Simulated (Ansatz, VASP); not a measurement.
Sn: VASP beside Ansatz

File INCAR:

```
  PREC = Accurate
  ENCUT = 500
  EDIFF = 1E-6
  ISMEAR = -1
  SIGMA = 0.1
  LREAL = F
  LASPH = T
  NELM = 120
  ALGO = Normal
  ISIF = 2
  LWAVE = F
  LCHARG = T
  GGA = PS
  LELF = T
  LVHAR = T
  NBANDS = 21
  GGA_COMPAT = F
```

The input KPOINTS:

```
Automatic mesh
0
Gamma
  7 7 7
```

The input POSCAR:

```
Sn
1.0
    0.0000000000      3.2333428000      3.2333428000
    3.2333428000      0.0000000000      3.2333428000
    3.2333428000      3.2333428000      0.0000000000
Sn
2
Direct
    0.5000000000      0.5000000000      0.5000000000
    0.7500000000      0.7500000000      0.7500000000
```

Input for Ansatz:

```yaml
crystal:
  lattice:
    bravais: fcc
    a: 6.4666856
  space_group: 227
  setting:
    origin_choice: 1
  atoms:
    - { symbol: Sn, position: [0.0, 0.0, 0.5] }
  reduce_to_primitive: true
basis:
  ecutwfc: 650.0
kpoints:
  mp_grid:
    grid: [7, 7, 7]
hamiltonian:
  xc: pbesol
scf:
  occupations:
    method: fermi_dirac
    width: 0.1
output:
  stress: true
```

Alike in both runs: task single point; functional PBEsol; k mesh 7 × 7 × 7; occupations fermi-dirac, width 0.1 eV; no spin polarisation.

|  | VASP | Ansatz |
| --- | --- | --- |
| version | VASP 6.6.1 | Ansatz 0.2.0 |
| potentials or method | VASP PAW PBE potentials, release 64 (Sn_d), cutoff 500 eV | plane waves, PAW |
| valence electrons in the cell | 28 | 28 |

```csv
,VASP,Ansatz,Ansatz less VASP
pressure (GPa),1.5,1.6,+0.06
```

VASP's potentials were made for PBE, not for PBEsol. With one functional, cell and mesh, what is left measures potentials, basis and numerics.
